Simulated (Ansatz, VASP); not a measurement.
KF in VASP and in Ansatz

```
K F
1.0
    -0.05678    2.63835    2.63835
     2.63835   -0.05678    2.63835
     2.63835    2.63835   -0.05678
K F
1 1
Direct
  0.00000 0.00000 0.00000
  0.50000 0.50000 0.50000
```

Alike in both runs: task single point; functional PBE; k mesh 8 × 8 × 8; occupations gaussian, width 0.05 eV; no spin polarisation.

```csv
,VASP,Ansatz
version,VASP 6.6.1,Ansatz 0.2.0
potentials or method,"VASP PAW PBE potentials, release 64 (K_sv, F), cutoff 520 eV","scalar-relativistic, plane waves, PAW"
valence electrons in the cell,16,16
```

```csv
,VASP,Ansatz,Ansatz less VASP
gap on the k mesh at the Fermi level (eV),6.17,6.19,+0.016
least direct gap on the mesh (eV),6.17,6.19,+0.016
pressure (GPa),1.6,1.6,-0.04
"traceless stress, the component that is largest in VASP (GPa)",0.26,0.26,+0.003
```
